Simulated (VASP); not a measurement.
# Ni (Fm-3m) in VASP: a series of runs

Runs on Ni. Level: LDA. Tasks: electric field gradients.

Program: VASP 6.6.1. These are calculated values, not measurements. Logs are shortened: lines on timing, memory, paths and dates and some standing lists are left out, and cuts for length are marked.

**1. The cell of the first run**

The structure is cubic, space group Fm-3m (No. 225). The conventional cell has a = 3.536 Å, b = 3.536 Å, c = 3.536 Å, α = 90.00°, β = 90.00°, γ = 90.00°. Within 3.3 Å of Ni (site symmetry m-3m) lie 12 Ni at 2.50 Å.

**2. Electric field gradients, LDA, collinear spin, ferromagnetic start**

File INCAR:

```
SYSTEM = Ni
  ALGO = Normal
  EDIFF = 1E-8
  ENCUT = 520
  GGA = CA
  ISIF = 2
  ISMEAR = -1
  ISPIN = 2
  LASPH = .True.
  LCHARG = .False.
  LEFG = .True.
  LMAXMIX = 4
  LORBIT = 11
  LREAL = .False.
  LWAVE = .False.
  MAGMOM = 1.5
  NBANDS = 15
  NELM = 150
  PREC = Accurate
  SIGMA = 0.05
```

File KPOINTS:

```
k-points
0
Gamma
  20 20 20
  0 0 0
```

File POSCAR:

```
Ni
1.0
    0.0000000000      1.7679500000      1.7679500000
    1.7679500000      0.0000000000      1.7679500000
    1.7679500000      1.7679500000      0.0000000000
Ni
1
Direct
    0.0000000000      0.0000000000      0.0000000000
```

Potentials or basis: VASP PAW LDA potentials, release 64 (Ni).

Started as:

```sh
cat potpaw_LDA.64/Ni/POTCAR > POTCAR
mpirun -np 1 vasp_std > vasp.out
```

OUTCAR:

```text
SYSTEM = Ni
   EDIFF = 1E-8
   ENCUT = 520
   GGA = CA
   ISIF = 2
   ISMEAR = -1
   ISPIN = 2
   LASPH = .True.
   LORBIT = 11
   LREAL = .False.
   NELM = 150
   PREC = Accurate

 ion  position               nearest neighbor table
   1  0.000  0.000  0.000-

  LATTYP: Found a face centered cubic cell.
 ALAT       =     3.5359000000

  Lattice vectors:

 A1 = (   0.0000000000,   1.7679500000,   1.7679500000)
 A2 = (   1.7679500000,   0.0000000000,   1.7679500000)
 A3 = (   1.7679500000,   1.7679500000,   0.0000000000)

Analysis of symmetry for initial positions (statically):
=====================================================================
 Subroutine PRICEL returns:
 Original cell was already a primitive cell.

 Routine SETGRP: Setting up the symmetry group for a
 face centered cubic supercell.

 Subroutine GETGRP returns: Found 48 space group operations
 (whereof 48 operations were pure point group operations)
 out of a pool of 48 trial point group operations.

The static configuration has the point symmetry O_h .

Analysis of symmetry for dynamics (positions and initial velocities):
=====================================================================
 Subroutine PRICEL returns:
 Original cell was already a primitive cell.

 Routine SETGRP: Setting up the symmetry group for a
 face centered cubic supercell.

 Subroutine GETGRP returns: Found 48 space group operations
 (whereof 48 operations were pure point group operations)
 out of a pool of 48 trial point group operations.

The dynamic configuration has the point symmetry O_h .

Analysis of structural, dynamic, and magnetic symmetry:
=====================================================================
 Subroutine PRICEL returns:
 Original cell was already a primitive cell.

 Routine SETGRP: Setting up the symmetry group for a
 face centered cubic supercell.

 Subroutine GETGRP returns: Found 48 space group operations
 (whereof 48 operations were pure point group operations)
 out of a pool of 48 trial point group operations.

The overall configuration has the point symmetry O_h .

 Subroutine INISYM returns: Found 48 space group operations
 (whereof 48 operations are pure point group operations),
 and found     1 'primitive' translations

----------------------------------------------------------------------------------------

                                     Primitive cell

  volume of cell :      11.0520

  direct lattice vectors                    reciprocal lattice vectors
     0.000000000  1.767950000  1.767950000    -0.282813428  0.282813428  0.282813428
     1.767950000  0.000000000  1.767950000     0.282813428 -0.282813428  0.282813428
     1.767950000  1.767950000  0.000000000     0.282813428  0.282813428 -0.282813428

  length of vectors
     2.500258868  2.500258868  2.500258868     0.489847226  0.489847226  0.489847226

  position of ions in fractional coordinates (direct lattice)
     0.000000000  0.000000000  0.000000000

  ion indices of the primitive-cell ions
   primitive index   ion index
                 1           1

----------------------------------------------------------------------------------------

 KPOINTS: k-points

Automatic generation of k-mesh.
 Grid dimensions read from file:
 generate k-points for:   20   20   20

 Generating k-lattice:

  Cartesian coordinates                     Fractional coordinates (reciprocal lattice)
    -0.014140671  0.014140671  0.014140671     0.050000000  0.000000000  0.000000000
     0.014140671 -0.014140671  0.014140671     0.000000000  0.050000000  0.000000000
     0.014140671  0.014140671 -0.014140671     0.000000000  0.000000000  0.050000000

  Length of vectors
     0.024492361  0.024492361  0.024492361

  Shift w.r.t. Gamma in fractional coordinates (k-lattice)
     0.000000000  0.000000000  0.000000000

 Subroutine IBZKPT returns following result:
 ===========================================

 Found    256 irreducible k-points:

 Following reciprocal coordinates:
            Coordinates               Weight
  0.000000  0.000000  0.000000      1.000000
  0.050000  0.000000  0.000000      8.000000
  0.100000  0.000000  0.000000      8.000000
  0.150000  0.000000  0.000000      8.000000
  0.200000  0.000000  0.000000      8.000000
  0.250000  0.000000  0.000000      8.000000
[... 16 lines left out ...]
 -0.400000  0.050000  0.000000     24.000000
 -0.350000  0.050000  0.000000     24.000000
 [... further k-points ...]
   k-points           NKPTS =    256   k-points in BZ     NKDIM =    256   number of bands    NBANDS=     15
   number of dos      NEDOS =    301   number of ions     NIONS =      1
   total plane-waves  NPLWV =   8000
   dimension x,y,z NGX =    20 NGY =   20 NGZ =   20
   dimension x,y,z NGXF=    40 NGYF=   40 NGZF=   40
   ions per type =               1
   NGX,Y,Z   is equivalent  to a cutoff of  13.30, 13.30, 13.30 a.u.
   NGXF,Y,Z  is equivalent  to a cutoff of  26.60, 26.60, 26.60 a.u.
 SYSTEM =  Ni
   PREC   = accura    normal or accurate (medium, high low for compatibility)
   ISTART =      0    job   : 0-new  1-cont  2-samecut
   ICHARG =      2    charge: 1-file 2-atom 10-const
   ISPIN  =      2    spin polarized calculation?
   LNONCOLLINEAR =      F non collinear calculations
   LSORBIT =      F    spin-orbit coupling
   LASPH  =      T    aspherical Exc in radial PAW
   ENCUT  =  520.0 eV  38.22 Ry    6.18 a.u.   4.65  4.65  4.65*2*pi/ulx,y,z
   NELM   =    150;   NELMIN=  2; NELMDL= -5     # of ELM steps
   EDIFF  = 0.1E-07   stopping-criterion for ELM
   LREAL  =      F    real-space projection
   EDIFFG = 0.1E-06   stopping-criterion for IOM
   NSW    =      0    number of steps for IOM
   IBRION =     -1    ionic relax: 0-MD 1-quasi-New 2-CG
   NFREE  =      0    steps in history (QN), initial steepest desc. (CG)
   ISIF   =      2    stress and relaxation
   ISYM   =      2    0-nonsym 1-usesym 2-fastsym
   POTIM  = 0.5000    time-step for ionic-motion
   TEBEG  =    0.0;   TEEND  =   0.0 temperature during run
   PSTRESS=    0.0 pullay stress
   NELECT =      10.0000    total number of electrons
   NUPDOWN=      -1.0000    fix difference up-down
   EMIN   =  10.00;   EMAX   =-10.00  energy-range for DOS
   EFERMI =   0.00;   METHOD = LEGACY
   ISMEAR =    -1;   SIGMA  =   0.05  broadening in eV -4-tet -1-fermi 0-gaus
   EFERMI_NEDOS =   21; number of points for ismear=-14 and -15
   IALGO  =     38    algorithm
   IMIX   =      4    mixing-type and parameters
     AMIX     =   0.40;   BMIX     =  1.00
     AMIX_MAG =   1.60;   BMIX_MAG =  1.00
  volume/ion in A,a.u.               =      11.05        74.58
  Fermi-wavevector in a.u.,A,eV,Ry     =   1.583415  2.992221 34.112584  2.507204
  Thomas-Fermi vector in A             =   2.683189
   LORBIT       =     11    0 simple, 1 ext, 2 COOP (PROOUT), +10 PAW based schemes
   GGA     = CA    functional components
   LHFCALC =     F    Hartree Fock is set to
   AEXX    =    0.0000 exact exchange contribution
   IVDW    =     0    specifies the selected vdW correction
   LEPSILON=     F    determine dielectric tensor
   LRPA    =     F    only Hartree local field effects (RPA)
 spin polarized calculation
  energy-cutoff  :      520.00
  volume of cell :       11.05
 maximum number of plane-waves:       307
   NGX =  9   NGY =  9   NGZ =  9

 number of electron      10.0000010 magnetization       0.6109012

 Free energy of the ion-electron system (eV)
  ---------------------------------------------------
  ext. energy  EPLUGINS =         0.00000000
  ---------------------------------------------------
  free energy    TOTEN  =        -6.51851310 eV

  energy without entropy =       -6.50304195  energy(sigma->0) =       -6.51077752

 E-fermi :   8.7985     XC(G=0): -13.5196

 val. band max:        8.7904255712   @ k =  -0.4000   0.2500   0.0000
 cond. band min:       8.8010332758   @ k =   0.3500   0.1500   0.0500
 fundamental gap:      0.0106077046
 Fermi energy:         8.7985498104

 spin component 1

 k-point     1 :       0.0000    0.0000    0.0000
  band No.  band energies     occupation
      1      -0.0710      1.00000
      2       6.4904      1.00000
      3       6.4904      1.00000
      4       6.4904      1.00000
      5       7.6154      1.00000
      6       7.6154      1.00000
      7      32.4578      0.00000
      8      36.0813      0.00000
      9      36.0813      0.00000
     10      36.0813      0.00000
     11      38.9963      0.00000
     12      38.9963      0.00000
     13      38.9963      0.00000
     14      42.2238      0.00000
     15      48.0214      0.00000
[... 397 lines left out ...]
 k-point    24 :      -0.3500    0.0500    0.0000
  band No.  band energies     occupation
      1       3.7385      1.00000
      2       6.5595      1.00000
      3       6.6123      1.00000
      4       6.7303      1.00000
      5       7.9650      1.00000
      6       8.3068      0.99995
      7      17.8580      0.00000
      8      30.3486      0.00000
      9      32.6248      0.00000
     10      34.3140      0.00000
     11      36.4533      0.00000
     12      38.2484      0.00000
     13      42.3983      0.00000
     14      48.9192      0.00000
     15      50.5781      0.00000

 [... further k-points ...]

 spin component 2

 k-point     1 :       0.0000    0.0000    0.0000
  band No.  band energies     occupation
      1      -0.0311      1.00000
      2       7.1130      1.00000
      3       7.1130      1.00000
      4       7.1130      1.00000
      5       8.1909      0.99999
      6       8.1909      0.99999
      7      32.4359      0.00000
      8      36.1323      0.00000
      9      36.1323      0.00000
     10      36.1323      0.00000
     11      39.1581      0.00000
     12      39.1581      0.00000
     13      39.1581      0.00000
     14      42.1965      0.00000
     15      48.1881      0.00000
[... 397 lines left out ...]
 k-point    24 :      -0.3500    0.0500    0.0000
  band No.  band energies     occupation
      1       3.9640      1.00000
      2       7.0708      1.00000
      3       7.1357      1.00000
      4       7.1843      1.00000
      5       8.6056      0.97935
      6       8.9216      0.07860
      7      18.1074      0.00000
      8      30.4112      0.00000
      9      32.6794      0.00000
     10      34.4433      0.00000
     11      36.5689      0.00000
     12      38.3479      0.00000
     13      42.5217      0.00000
     14      49.0341      0.00000
     15      50.7998      0.00000

 [... further k-points ...]
[... 5 lines left out ...]
  --------------------------------------------------------------------------------------
  -------------------------------------------------------------------------------------
  Total       -1.3297369     -1.3297369     -1.3297369     -0.0000000      0.0000000      0.0000000
  in kB     -192.7686417   -192.7686417   -192.7686417     -0.0000000      0.0000000      0.0000000
  external PRESSURE =    -192.7686417 kB  Pullay stress =       0.0000000 kB

 VOLUME and BASIS-vectors are now :
 -----------------------------------------------------------------------------
  energy-cutoff  :      520.00
  volume of cell :       11.05
      direct lattice vectors                 reciprocal lattice vectors
     0.000000000  1.767950000  1.767950000    -0.282813428  0.282813428  0.282813428
     1.767950000  0.000000000  1.767950000     0.282813428 -0.282813428  0.282813428
     1.767950000  1.767950000  0.000000000     0.282813428  0.282813428 -0.282813428

 POSITION                                       TOTAL-FORCE (eV/Angst)
 -----------------------------------------------------------------------------------
      0.00000      0.00000      0.00000         0.000000      0.000000      0.000000
 -----------------------------------------------------------------------------------
    total drift:                               -0.000000     -0.000000     -0.000000

  FREE ENERGIE OF THE ION-ELECTRON SYSTEM (eV)
  ---------------------------------------------------
  free  energy   TOTEN  =        -6.5185130979 eV

  energy  without entropy=       -6.5030419461  energy(sigma->0) =       -6.51077752

 Electric field gradients (V/A^2)
---------------------------------------------------------------------
 ion       V_xx      V_yy      V_zz      V_xy      V_xz      V_yz
---------------------------------------------------------------------
   1       0.000    -0.000    -0.000    -0.002    -0.002    -0.002
---------------------------------------------------------------------

 Electric field gradients after diagonalization (V/A^2)
 (convention: |V_zz| > |V_xx| > |V_yy|)
----------------------------------------------------------------------
 ion       V_xx      V_yy      V_zz     asymmetry (V_yy - V_xx)/ V_zz
----------------------------------------------------------------------
   1       0.002     0.002    -0.003       0.000
----------------------------------------------------------------------

           NMR quadrupolar parameters

 Cq : quadrupolar parameter    Cq=e*Q*V_zz/h
 eta: asymmetry parameters     (V_yy - V_xx)/ V_zz
 Q  : nuclear electric quadrupole moment in mb (millibarn)
----------------------------------------------------------------------
 ion       Cq(MHz)       eta       Q (mb)
----------------------------------------------------------------------
   1      -0.000       0.000       1.000
----------------------------------------------------------------------

 total charge

# of ion       s       p       d       tot
------------------------------------------
    1        0.493   0.482   8.318   9.293

 magnetization (x)

# of ion       s       p       d       tot
------------------------------------------
    1       -0.005  -0.018   0.640   0.617
```

It took 65 s on 1 thread of AMD EPYC 9R45 (Zen 5), shared host; peak memory 0.14 GiB.

Results:

- Free energy: -6.5185 eV
- Pressure: -19.3 GPa
- Net moment: 0.61 μB per cell
- Site moments: Ni +0.62 μB
- Largest electric field gradient by atom: zero within the noise of the run
- Valence electrons inside the program's atomic spheres: Ni 9.29

Levels at points of the mesh, in eV from the Fermi level:
Spin up:
```tsv
k point	band 1	band 2	band 3	band 4	band 5	band 6	band 7	band 8	band 9	band 10
(0.00, 0.00, 0.00)	-8.87	-2.31	-2.31	-2.31	-1.18	-1.18	23.66	27.28	27.28	27.28
(0.50, 0.00, 0.00)	-4.70	-2.31	-2.31	-0.51	-0.51	-0.22	5.61	22.19	24.29	24.29
(0.50, 0.50, 0.00)	-4.51	-4.04	-0.48	-0.37	-0.37	2.45	9.14	14.63	14.63	19.63
```
Spin down:
| k point | band 2 | band 3 | band 4 | band 5 | band 6 | band 7 | band 8 | band 9 |
| --- | --- | --- | --- | --- | --- | --- | --- | --- |
| (0.00, 0.00, 0.00) | -1.69 | -1.69 | -1.69 | -0.61 | -0.61 | 23.64 | 27.33 | 27.33 |
| (0.50, 0.00, 0.00) | -1.75 | -1.75 | -0.19 | 0.15 | 0.15 | 5.99 | 22.16 | 24.40 |
| (0.50, 0.50, 0.00) | -3.52 | 0.12 | 0.34 | 0.34 | 2.50 | 9.41 | 14.70 | 14.70 |

Caveat: the cell stands under tension.

**3. Electric field gradients, LDA, collinear spin, ferromagnetic start (11.27 Å³/atom)**

This run uses another cell than the first one, of 11.27 Å³/atom.

File INCAR:

```
SYSTEM = Ni
ALGO = Normal ; EDIFF = 1E-8
ENCUT = 520 ; GGA = CA
ISIF = 2 ; ISMEAR = -1
ISPIN = 2 ; LASPH = .True.
LCHARG = .False. ; LEFG = .True.
LMAXMIX = 4 ; LORBIT = 11
LREAL = .False. ; LWAVE = .False.
MAGMOM = 1.5 ; NBANDS = 15
NELM = 150 ; PREC = Accurate
SIGMA = 0.05
```

KPOINTS is that of step 2.

File POSCAR:

```
Ni
1.0
    0.0000000000      1.7796586194      1.7796586194
    1.7796586194      0.0000000000      1.7796586194
    1.7796586194      1.7796586194      0.0000000000
Ni
1
Direct
    0.0000000000      0.0000000000      0.0000000000
```

Potentials or basis: VASP PAW LDA potentials, release 64 (Ni).

Started as:

```sh
cat potpaw_LDA.64/Ni/POTCAR > POTCAR
mpirun -np 1 vasp_std > vasp.out
```

OUTCAR:

```text
SYSTEM = Ni
   EDIFF = 1E-8
   ENCUT = 520
   GGA = CA
   ISIF = 2
   ISMEAR = -1
   ISPIN = 2
   LASPH = .True.
   LORBIT = 11
   LREAL = .False.
   NELM = 150
   PREC = Accurate

 ion  position               nearest neighbor table
   1  0.000  0.000  0.000-

  LATTYP: Found a face centered cubic cell.
 ALAT       =     3.5593172388

  Lattice vectors:

 A1 = (   0.0000000000,   1.7796586194,   1.7796586194)
 A2 = (   1.7796586194,   0.0000000000,   1.7796586194)
 A3 = (   1.7796586194,   1.7796586194,   0.0000000000)

Analysis of symmetry for initial positions (statically):
=====================================================================
 Subroutine PRICEL returns:
 Original cell was already a primitive cell.

 Routine SETGRP: Setting up the symmetry group for a
 face centered cubic supercell.

 Subroutine GETGRP returns: Found 48 space group operations
 (whereof 48 operations were pure point group operations)
 out of a pool of 48 trial point group operations.
[... 1069 lines left out ...]
     1.779658619  0.000000000  1.779658619     0.280952759 -0.280952759  0.280952759
     1.779658619  1.779658619  0.000000000     0.280952759  0.280952759 -0.280952759

 POSITION                                       TOTAL-FORCE (eV/Angst)
 -----------------------------------------------------------------------------------
      0.00000      0.00000      0.00000         0.000000     -0.000000     -0.000000
 -----------------------------------------------------------------------------------
    total drift:                                0.000000     -0.000000      0.000000

  FREE ENERGIE OF THE ION-ELECTRON SYSTEM (eV)
  ---------------------------------------------------
  free  energy   TOTEN  =        -6.4899332202 eV

  energy  without entropy=       -6.4741091426  energy(sigma->0) =       -6.48202118

 Electric field gradients (V/A^2)
---------------------------------------------------------------------
 ion       V_xx      V_yy      V_zz      V_xy      V_xz      V_yz
---------------------------------------------------------------------
   1       0.000    -0.000     0.000    -0.001    -0.001    -0.001
---------------------------------------------------------------------

 Electric field gradients after diagonalization (V/A^2)
 (convention: |V_zz| > |V_xx| > |V_yy|)
----------------------------------------------------------------------
 ion       V_xx      V_yy      V_zz     asymmetry (V_yy - V_xx)/ V_zz
----------------------------------------------------------------------
   1       0.001     0.001    -0.003       0.000
----------------------------------------------------------------------

           NMR quadrupolar parameters

 Cq : quadrupolar parameter    Cq=e*Q*V_zz/h
 eta: asymmetry parameters     (V_yy - V_xx)/ V_zz
 Q  : nuclear electric quadrupole moment in mb (millibarn)
----------------------------------------------------------------------
 ion       Cq(MHz)       eta       Q (mb)
----------------------------------------------------------------------
   1      -0.000       0.000       1.000
----------------------------------------------------------------------

 total charge

# of ion       s       p       d       tot
------------------------------------------
    1        0.485   0.465   8.310   9.260

 magnetization (x)

# of ion       s       p       d       tot
------------------------------------------
    1       -0.005  -0.018   0.644   0.621
```

Run time: 2.2 min. Hardware: 1 thread of Intel Xeon 8259CL, shared host; peak memory 0.17 GiB.

Results:

- Free energy: -6.4899 eV
- Pressure: -22.1 GPa
- Net moment: 0.61 μB per cell
- Site moments: Ni +0.62 μB
- Largest electric field gradient by atom: zero within the noise of the run
- Valence electrons inside the program's atomic spheres: Ni 9.26

Caveat: the cell stands under tension.

[end of part 1 of 2]
